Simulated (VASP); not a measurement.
# Si16Ge (a cell with a defect) in VASP: a series of runs

Si16Ge (a cell with a defect) is run at these levels: PBE; tasks: single point.

Everything below comes from runs of VASP 6.6.1. Logs are shortened: lines on timing, memory, paths and dates and some standing lists are left out, and cuts for length are marked.

**1. The cell of the first run**

The cell holds a defect, 17 atoms: a = 7.679 Å, b = 7.679 Å, c = 7.679 Å, α = 60.00°, β = 60.00°, γ = 60.00°.

**2. Single point, PBE**

Contents of INCAR:

```
SYSTEM = Si16Ge
PREC = Accurate
ENCUT = 520
EDIFF = 1E-6
ISMEAR = -1
SIGMA = 0.02
LREAL = Auto
LASPH = .True.
NELM = 60
ALGO = Normal
ISIF = 2
LWAVE = .False.
LCHARG = .False.
GGA = PE
NBANDS = 53
```

Contents of KPOINTS:

```
Automatic mesh
0
Gamma
  2 2 2
  0 0 0
```

Contents of POSCAR:

```
Si16Ge
1.0
    0.0000000000      5.4300000000      5.4300000000
    5.4300000000      0.0000000000      5.4300000000
    5.4300000000      5.4300000000      0.0000000000
Si Ge
16 1
Direct
   -0.0118973297      0.0039220074      0.0040166667
    0.1201635359      0.1293970534      0.1298653775
    0.0005260589     -0.0024995396      0.5010686004
    0.1201712707      0.1293944751      0.6207388582
    0.0005123389      0.5006233886     -0.0020705341
    0.1201593002      0.6202699816      0.1298688766
    0.0005117864      0.5006182320      0.5010930018
    0.1247129834      0.6248312155      0.6253126151
    0.5036584715      0.0036967772      0.0039862799
    0.6245453959      0.1247339779      0.1254872007
    0.5036026703      0.0036590239      0.4888662063
    0.6292610497      0.1293735727      0.6207614180
    0.5038402394      0.4882533149      0.0039914365
    0.6292808471      0.6202784530      0.1298624309
    0.4973954880      0.5006332413      0.5010654696
    0.6292773481      0.6202872928      0.6207443831
    0.3744287293      0.8746860037      0.8755834254
```

Potentials or basis: VASP PAW PBE potentials, release 64 (Si, Ge_d).

Launch:

```bash
> cat potpaw_PBE.64/Si/POTCAR potpaw_PBE.64/Ge_d/POTCAR > POTCAR
> mpirun -np 1 vasp_std > vasp.out
```

OUTCAR:

```text
SYSTEM = Si16Ge
   PREC = Accurate
   ENCUT = 520
   EDIFF = 1E-6
   ISMEAR = -1
   LREAL = Auto
   LASPH = .True.
   NELM = 60
   ISIF = 2
   GGA = PE

 ion  position               nearest neighbor table
   1  0.988  0.004  0.004-  10 2.28   4 2.40   2 2.40   6 2.41  17 2.42
   2  0.120  0.129  0.130-   3 2.33   5 2.33   1 2.40   9 2.40  17 2.76
   3  0.001  0.998  0.501-   2 2.33   4 2.33  12 2.33   8 2.34
   4  0.120  0.129  0.621-   3 2.33   7 2.33   1 2.40  11 2.40  17 2.76
   5  0.001  0.501  0.998-   2 2.33  14 2.33   6 2.33   8 2.34
   6  0.120  0.620  0.130-   7 2.33   5 2.33   1 2.41  13 2.41  17 2.76
   7  0.001  0.501  0.501-   4 2.33   6 2.33  16 2.33   8 2.34
   8  0.125  0.625  0.625-   5 2.34   7 2.34   3 2.34  15 2.34
   9  0.504  0.004  0.004-  10 2.28  12 2.40  14 2.40   2 2.40  17 2.42
  10  0.625  0.125  0.125-  11 2.28   9 2.28  13 2.28   1 2.28
  11  0.504  0.004  0.489-  10 2.28  12 2.40  16 2.40   4 2.40  17 2.42
  12  0.629  0.129  0.621-  15 2.33   3 2.33   9 2.40  11 2.40  17 2.77
  13  0.504  0.488  0.004-  10 2.28  16 2.40  14 2.40   6 2.41  17 2.42
  14  0.629  0.620  0.130-  15 2.33   5 2.33  13 2.40   9 2.40  17 2.76
  15  0.497  0.501  0.501-  14 2.33  16 2.33  12 2.33   8 2.34
  16  0.629  0.620  0.621-  15 2.33   7 2.33  13 2.40  11 2.40  17 2.77
  17  0.374  0.875  0.876-   1 2.42  13 2.42   9 2.42  11 2.42   6 2.76   2 2.76   4 2.76  14 2.76
                            16 2.77  12 2.77

  LATTYP: Found a face centered cubic cell.
 ALAT       =    10.8600000000

  Lattice vectors:

 A1 = (   0.0000000000,   5.4300000000,   5.4300000000)
 A2 = (   5.4300000000,   0.0000000000,   5.4300000000)
 A3 = (   5.4300000000,   5.4300000000,   0.0000000000)

Analysis of symmetry for initial positions (statically):
=====================================================================
 Subroutine PRICEL returns:
 Original cell was already a primitive cell.

 Routine SETGRP: Setting up the symmetry group for a
 face centered cubic supercell.

 Subroutine GETGRP returns: Found  1 space group operations
 (whereof  1 operations were pure point group operations)
 out of a pool of 48 trial point group operations.

The static configuration has the point symmetry C_1 .

Analysis of symmetry for dynamics (positions and initial velocities):
=====================================================================
 Subroutine PRICEL returns:
 Original cell was already a primitive cell.

 Routine SETGRP: Setting up the symmetry group for a
 face centered cubic supercell.

 Subroutine GETGRP returns: Found  1 space group operations
 (whereof  1 operations were pure point group operations)
 out of a pool of 48 trial point group operations.

The dynamic configuration has the point symmetry C_1 .

 Subroutine INISYM returns: Found  1 space group operations
 (whereof  1 operations are pure point group operations),
 and found     1 'primitive' translations

----------------------------------------------------------------------------------------

                                     Primitive cell

  volume of cell :     320.2060

  direct lattice vectors                    reciprocal lattice vectors
     0.000000000  5.430000000  5.430000000    -0.092081031  0.092081031  0.092081031
     5.430000000  0.000000000  5.430000000     0.092081031 -0.092081031  0.092081031
     5.430000000  5.430000000  0.000000000     0.092081031  0.092081031 -0.092081031

  length of vectors
     7.679179644  7.679179644  7.679179644     0.159489025  0.159489025  0.159489025

  position of ions in fractional coordinates (direct lattice)
     0.988102670  0.003922007  0.004016667
     0.120163536  0.129397053  0.129865378
     0.000526059  0.997500460  0.501068600
     0.120171271  0.129394475  0.620738858
     0.000512339  0.500623389  0.997929466
     0.120159300  0.620269982  0.129868877
[... 9 lines left out ...]
     0.629277348  0.620287293  0.620744383
     0.374428729  0.874686004  0.875583425

  ion indices of the primitive-cell ions
   primitive index   ion index
                 1           1
                 2           2
                 3           3
                 4           4
                 5           5
                 6           6
[... 9 lines left out ...]
                16          16
                17          17

----------------------------------------------------------------------------------------

 KPOINTS: Automatic mesh

Automatic generation of k-mesh.
 Grid dimensions read from file:
 generate k-points for:    2    2    2

 Generating k-lattice:

  Cartesian coordinates                     Fractional coordinates (reciprocal lattice)
    -0.046040516  0.046040516  0.046040516     0.500000000  0.000000000  0.000000000
     0.046040516 -0.046040516  0.046040516     0.000000000  0.500000000  0.000000000
     0.046040516  0.046040516 -0.046040516     0.000000000  0.000000000  0.500000000

  Length of vectors
     0.079744512  0.079744512  0.079744512

  Shift w.r.t. Gamma in fractional coordinates (k-lattice)
     0.000000000  0.000000000  0.000000000

 Subroutine IBZKPT returns following result:
 ===========================================

 Found      8 irreducible k-points:

 Following reciprocal coordinates:
            Coordinates               Weight
  0.000000  0.000000  0.000000      1.000000
  0.500000  0.000000  0.000000      1.000000
  0.000000  0.500000  0.000000      1.000000
  0.000000  0.000000  0.500000      1.000000
  0.500000  0.500000  0.500000      1.000000
  0.500000  0.500000  0.000000      1.000000
  0.000000  0.500000  0.500000      1.000000
  0.500000  0.000000  0.500000      1.000000
   k-points           NKPTS =      8   k-points in BZ     NKDIM =      8   number of bands    NBANDS=     53
   number of dos      NEDOS =    301   number of ions     NIONS =     17
   total plane-waves  NPLWV = 216000
   dimension x,y,z NGX =    60 NGY =   60 NGZ =   60
   dimension x,y,z NGXF=   120 NGYF=  120 NGZF=  120
   ions per type =              16   1
   NGX,Y,Z   is equivalent  to a cutoff of  12.99, 12.99, 12.99 a.u.
   NGXF,Y,Z  is equivalent  to a cutoff of  25.98, 25.98, 25.98 a.u.
 SYSTEM =  Si16Ge
   PREC   = accura    normal or accurate (medium, high low for compatibility)
   ISTART =      0    job   : 0-new  1-cont  2-samecut
   ICHARG =      2    charge: 1-file 2-atom 10-const
   ISPIN  =      1    spin polarized calculation?
   LNONCOLLINEAR =      F non collinear calculations
   LSORBIT =      F    spin-orbit coupling
   LASPH  =      T    aspherical Exc in radial PAW
   ENCUT  =  520.0 eV  38.22 Ry    6.18 a.u.  14.28 14.28 14.28*2*pi/ulx,y,z
   NELM   =     60;   NELMIN=  2; NELMDL= -5     # of ELM steps
   EDIFF  = 0.1E-05   stopping-criterion for ELM
   LREAL  =      T    real-space projection
   EDIFFG = 0.1E-04   stopping-criterion for IOM
   NSW    =      0    number of steps for IOM
   IBRION =     -1    ionic relax: 0-MD 1-quasi-New 2-CG
   NFREE  =      0    steps in history (QN), initial steepest desc. (CG)
   ISIF   =      2    stress and relaxation
   ISYM   =      2    0-nonsym 1-usesym 2-fastsym
   POTIM  = 0.5000    time-step for ionic-motion
   TEBEG  =    0.0;   TEEND  =   0.0 temperature during run
   PSTRESS=    0.0 pullay stress
   NELECT =      78.0000    total number of electrons
   NUPDOWN=      -1.0000    fix difference up-down
   EMIN   =  10.00;   EMAX   =-10.00  energy-range for DOS
   EFERMI =   0.00;   METHOD = LEGACY
   ISMEAR =    -1;   SIGMA  =   0.02  broadening in eV -4-tet -1-fermi 0-gaus
   EFERMI_NEDOS =   21; number of points for ismear=-14 and -15
   IALGO  =     38    algorithm
   IMIX   =      4    mixing-type and parameters
     AMIX     =   0.40;   BMIX     =  1.00
     AMIX_MAG =   1.60;   BMIX_MAG =  1.00
  volume/ion in A,a.u.               =      18.84       127.11
  Fermi-wavevector in a.u.,A,eV,Ry     =   1.022421  1.932096 14.222785  1.045345
  Thomas-Fermi vector in A             =   2.156100
   LORBIT       =      0    0 simple, 1 ext, 2 COOP (PROOUT), +10 PAW based schemes
   GGA     = PE    functional components
   LHFCALC =     F    Hartree Fock is set to
   AEXX    =    0.0000 exact exchange contribution
   IVDW    =     0    specifies the selected vdW correction
   LEPSILON=     F    determine dielectric tensor
   LRPA    =     F    only Hartree local field effects (RPA)
 non-spin polarized calculation
  energy-cutoff  :      520.00
  volume of cell :      320.21
 maximum number of plane-waves:      8646
 NGX is ok and might be reduce to    60
   NGX = 29   NGY = 29   NGZ = 29

 number of electron      77.9999997 magnetization

 Free energy of the ion-electron system (eV)
  ---------------------------------------------------
  ext. energy  EPLUGINS =         0.00000000
  ---------------------------------------------------
  free energy    TOTEN  =       -86.69693568 eV

  energy without entropy =      -86.68647129  energy(sigma->0) =      -86.69170348

 E-fermi :   6.9412     XC(G=0):  -9.7496

 val. band max:        6.6807914840   @ k =   0.0000   0.0000   0.0000
 cond. band min:       6.9486801445   @ k =   0.0000   0.0000   0.0000
 fundamental gap:      0.2678886605
 Fermi energy:         6.9411685207

 k-point     1 :       0.0000    0.0000    0.0000
  band No.  band energies     occupation
      1     -18.2522      2.00000
      2     -18.2522      2.00000
      3     -18.2522      2.00000
      4     -18.2383      2.00000
      5     -18.2383      2.00000
      6      -6.5211      2.00000
[... 43 lines left out ...]
     50       8.1162      0.00000
     51       9.0742      0.00000

 k-point     2 :       0.5000    0.0000    0.0000
  band No.  band energies     occupation
      1     -18.2522      2.00000
      2     -18.2522      2.00000
      3     -18.2522      2.00000
      4     -18.2383      2.00000
      5     -18.2383      2.00000
      6      -6.1878      2.00000
[... 316 lines left out ...]
 k-point     8 :       0.5000    0.0000    0.5000
  band No.  band energies     occupation
      1     -18.2522      2.00000
      2     -18.2522      2.00000
      3     -18.2522      2.00000
      4     -18.2383      2.00000
      5     -18.2383      2.00000
      6      -6.0815      2.00000
[... 43 lines left out ...]
     50      10.3320      0.00000
     51      10.3326      0.00000
 [bands above 51 left out]

------------------------ aborting loop because EDIFF is reached ----------------------------------------

  FORCE on cell =-STRESS in cart. coord.  units (eV):
  Direction    XX          YY          ZZ          XY          YZ          ZX
  --------------------------------------------------------------------------------------
  -------------------------------------------------------------------------------------
  Total       13.3712385     13.3733923     13.3574100      0.0307503     -0.0100753     -0.0032417
  in kB       66.9041002     66.9148768     66.8349083      0.1538616     -0.0504128     -0.0162201
  external PRESSURE =      66.8846284 kB  Pullay stress =       0.0000000 kB

 VOLUME and BASIS-vectors are now :
 -----------------------------------------------------------------------------
  energy-cutoff  :      520.00
  volume of cell :      320.21
      direct lattice vectors                 reciprocal lattice vectors
     0.000000000  5.430000000  5.430000000    -0.092081031  0.092081031  0.092081031
     5.430000000  0.000000000  5.430000000     0.092081031 -0.092081031  0.092081031
     5.430000000  5.430000000  0.000000000     0.092081031  0.092081031 -0.092081031

 POSITION                                       TOTAL-FORCE (eV/Angst)
 -----------------------------------------------------------------------------------
      0.04311      5.38721      5.38669         0.006688     -0.001620     -0.015951
      1.40779      1.35766      1.35511        -0.012247      0.000717      0.004495
      8.13723      2.72366      5.41928         0.013044     -0.012985      0.010848
      4.07322      4.02314      1.35514        -0.002159      0.009179      0.004972
      8.13714      5.42154      2.72117         0.013372      0.013063     -0.014895
      4.07325      1.35765      4.02053        -0.001613      0.000019      0.019226
[... 9 lines left out ...]
      6.73880      6.78762      6.78514         0.008552     -0.000912      0.004324
      9.50396      6.78757      6.78269        -0.002323      0.001210      0.008471
 -----------------------------------------------------------------------------------
    total drift:                               -0.004575     -0.001022      0.007444

  FREE ENERGIE OF THE ION-ELECTRON SYSTEM (eV)
  ---------------------------------------------------
  free  energy   TOTEN  =       -86.6969356782 eV

  energy  without entropy=      -86.6864712872  energy(sigma->0) =      -86.69170348
```

It took 2.4 min on 1 thread of Intel Xeon 6975P-C (Granite Rapids), shared host; peak memory 0.49 GiB.

What came out:

```yaml
Free_energy: -86.6969 eV
Pressure: 6.7 GPa
Largest_force: 0.024 eV/Å
Band_gap_on_the_k_mesh: zero (band 39 reaches 6.99 eV, above the bottom of band 40 at 6.68 eV)
```

Forces on the atoms (eV/Å):
```
Si   0.007 -0.002 -0.016
Si  -0.012  0.001  0.004
Si   0.013 -0.013  0.011
Si  -0.002  0.009  0.005
Si   0.013  0.013 -0.015
Si  -0.002  0.000  0.019
Si  -0.013 -0.013 -0.014
Si  -0.001  0.000  0.005
Si   0.004  0.002 -0.010
Si  -0.004 -0.001  0.013
Si   0.002 -0.001 -0.009
Si  -0.001  0.000 -0.006
Si   0.002  0.003 -0.015
Si  -0.001 -0.011  0.005
Si  -0.012  0.013  0.010
Si   0.009 -0.001  0.004
Ge  -0.002  0.001  0.008
```

Caveat: the k points lie up to 0.50 Å⁻¹ apart.

**3. Single point, PBE**

Contents of INCAR:

```
ALGO = Normal
EDIFF = 1E-7
ENCUT = 520
GGA = PE
ISIF = 2
ISMEAR = -1
LASPH = T
LCHARG = F
LREAL = Auto
LWAVE = F
NBANDS = 53
NELM = 60
PREC = Accurate
SIGMA = 0.02
```

Contents of KPOINTS:

```
k-points
0
Gamma
  2 2 2
```

Contents of POSCAR:

```
Si16Ge
1.0
    0.0000000000      5.4300000000      5.4300000000
    5.4300000000      0.0000000000      5.4300000000
    5.4300000000      5.4300000000      0.0000000000
Si Ge
16 1
Direct
   -0.0000353447      0.0005668090     -0.0004682204
    0.1241947185      0.1246531146      0.1238252405
    0.0045337032      0.0049965454      0.4950538119
    0.1241924982      0.1246844225      0.6269548850
    0.0045127650      0.4959258866      0.0041870938
    0.1241512876      0.6279012289      0.1238165897
    0.0045332094      0.4959357796      0.4950197279
    0.1365091196      0.6213473893      0.6209534537
    0.4954134526      0.0049923924      0.0042053015
    0.6273523629      0.1246501397      0.1238261174
    0.4954386349      0.0049971343      0.4950518433
    0.6209946573      0.1370939905      0.6209179693
    0.4953988568      0.4959258631      0.0041857462
    0.6211997425      0.6215160595      0.1361049341
    0.4999475246      0.5006948159      0.4994448768
    0.6212065642      0.6213626168      0.6209494797
    0.7499129474      0.7507894117      0.7494209498
```

Potentials or basis: VASP PAW PBE potentials, release 64 (Si, Ge_d).

Launch:

```bash
> cat potpaw_PBE.64/Si/POTCAR potpaw_PBE.64/Ge_d/POTCAR > POTCAR
> mpirun -np 1 vasp_std > vasp.out
```

Wall time 2 min (1 thread of Intel Xeon 6975P-C (Granite Rapids), shared host); peak memory 0.49 GiB.

The run converged. Its results:

```yaml
Free_energy: -86.6970 eV
Pressure: 6.7 GPa
Largest_force: 0.030 eV/Å
Band_gap_on_the_k_mesh: zero (band 39 reaches 6.99 eV, above the bottom of band 40 at 6.68 eV)
```

Forces in eV/Å, atoms in the order of the input:
```
Si  -0.001  0.005 -0.005
Si   0.017  0.014  0.016
Si  -0.001  0.004 -0.015
Si  -0.017 -0.018  0.018
Si  -0.001 -0.003 -0.003
Si  -0.015  0.013 -0.013
Si   0.007  0.004 -0.004
Si   0.002 -0.010  0.010
Si  -0.007  0.004 -0.004
Si   0.016 -0.016 -0.014
Si  -0.001  0.014 -0.004
Si   0.005 -0.014  0.015
Si  -0.001  0.003  0.003
Si   0.002 -0.007  0.007
Si  -0.003  0.012 -0.013
Si   0.002 -0.010  0.010
Ge  -0.005  0.005 -0.005
```

Levels at points of the mesh, in eV from the Fermi level:
```tsv
k point	band 37	band 38	band 39	band 40	band 41	band 42
(0.00, 0.00, 0.00)	-0.81	-0.81	-0.26	-0.26	-0.26	0.01
(0.50, 0.00, 0.00)	-1.49	-1.49	-0.33	0.51	0.52	0.86
(0.00, 0.50, 0.00)	-1.49	-1.49	-0.34	0.51	0.51	0.86
(0.00, 0.00, 0.50)	-1.49	-1.49	-0.33	0.51	0.52	0.86
(0.50, 0.50, 0.50)	-1.49	-1.49	-0.33	0.51	0.52	0.86
(0.50, 0.50, 0.00)	-1.92	-1.32	0.05	0.79	1.03	1.03
(0.00, 0.50, 0.50)	-1.92	-1.32	0.05	0.79	1.03	1.03
(0.50, 0.00, 0.50)	-1.92	-1.32	0.05	0.79	1.03	1.03
```

Caveat: the k points lie up to 0.50 Å⁻¹ apart.
